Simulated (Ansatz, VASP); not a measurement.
# Two plane-wave programs on In

The input INCAR:

```
PREC = Accurate
ENCUT = 520
EDIFF = 1E-8
ISMEAR = -1
SIGMA = 0.05
LREAL = F
LASPH = T
NELM = 60
ALGO = Normal
ISIF = 2
LWAVE = F
LCHARG = F
GGA = PE
LEFG = T
NBANDS = 12
```

File KPOINTS:

```
regular mesh
0
Gamma
  14 14 14
```

The input POSCAR:

```
In
1.0
   -1.6152359128      1.6152359128      2.4573458084
    1.6152359128     -1.6152359128      2.4573458084
    1.6152359128      1.6152359128     -2.4573458084
In
1
Direct
    0.0000000000      0.0000000000      0.0000000000
```

Input for Ansatz:

```yaml
crystal:
  lattice:
    - [-1.6152359128, 1.6152359128, 2.4573458084]
    - [1.6152359128, -1.6152359128, 2.4573458084]
    - [1.6152359128, 1.6152359128, -2.4573458084]
  atoms:
    - { symbol: In, position: [0.0, 0.0, 0.0] }
kpoints:
  mp_grid: { grid: [14, 14, 14] }
scf:
  occupations: { method: fermi_dirac, width: 0.05 }
hamiltonian:
  xc: pbe
  pseudopotentials: { kind: paw }
output:
  forces: true
  stress: true
  eigenvalues: true
  efg: { contact_densities: true }
```

Change from the starting cell: volume scaled by 0.98, PAW files.

Alike in both runs: task electric field gradients; functional PBE; k mesh 14 × 14 × 14; occupations fermi-dirac, width 0.05 eV; no spin polarisation.

```csv
,VASP,Ansatz
version,VASP 6.6.1,Ansatz 0.2.0
potentials or method,"VASP PAW PBE potentials, release 64 (In_d)","PAW with Ansatz's default frozen-core files, scalar-relativistic"
plane-wave cutoff (eV),520,420
valence electrons in the cell,13,13
```

|  | VASP | Ansatz | Ansatz less VASP |
| --- | --- | --- | --- |
| pressure (GPa) | 2.9 | 2.9 | +0.03 |
| traceless stress, the component that is largest in VASP (GPa) | 0.21 | 0.21 | +0.002 |
| size of Vzz on the site where it differs most (V/Å²) | 21.9 | 22.3 | +0.45 |
